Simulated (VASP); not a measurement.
SnC3: single point with r2SCAN

The system is SnC3.

```
C Sn
1.0
     1.53496    0.88621    5.06578
    -1.53496    0.88621    5.06578
     0.00000   -1.77242    5.06578
C Sn
3 1
Cartesian
  1.5350 0.8862 5.2825
  0.0000 0.0000 7.2575
  0.0000 0.0000 5.8256
  0.0000 0.0000 13.2955
```

This cell differs from its parent crystal: volume changed by -6%.

| Item | Value |
| --- | --- |
| Program | VASP 6.6.1 |
| Task | single point |
| Functional | r2SCAN |
| Potentials or basis | VASP PAW PBE potentials, release 64 (C, Sn_d) |
| Cutoff | 520 eV |
| k mesh | 8 × 8 × 8 |
| Occupations | fermi-dirac, width 0.02 eV |
| Spin | no spin polarisation |

The pressure is 14.1 GPa, the largest force is 0.824 eV/Å and the band gap on the k mesh is 0.38 eV, direct.

Forces on the atoms (eV/Å):
```
C    0.000  0.000  0.145
C    0.000  0.000  0.159
C    0.000  0.000 -0.824
Sn   0.000  0.000  0.520
```

Stress tensor (GPa, compression positive):
```
11.99  0.00  0.00
 0.00 11.99  0.00
 0.00  0.00 18.41
```

Levels at points of the mesh, in eV from the valence-band top:
```
           k point  band 9  band 10  band 11  band 12  band 13  band 14  band 15  band 16  band 17  band 18
(0.00, 0.00, 0.00)   -4.14    -4.14    -2.71     0.00     0.00     0.38     2.38     3.76     3.76     5.70
(0.50, 0.00, 0.00)   -8.27    -7.68    -5.80    -5.76    -2.53     1.39     3.75     5.22     6.50     7.19
(0.50, 0.50, 0.00)  -10.00    -6.38    -6.14    -2.84    -1.53     0.63     1.33     3.83     5.06     7.20
(0.50, 0.50, 0.50)   -5.90    -3.97    -3.97    -0.59    -0.59     0.49     3.15     4.25     4.25     5.38
```

Wall time 3.2 min on 1 thread of Intel(R) Xeon(R) 6975P-C (Granite Rapids), on a shared host, peak memory 0.28 GiB.

Caveat: the PAW data sets were made with another functional, which shifts forces and pressure a little; spin-orbit coupling is left out, which moves the levels of the heavy elements. A k mesh can miss the band edges.
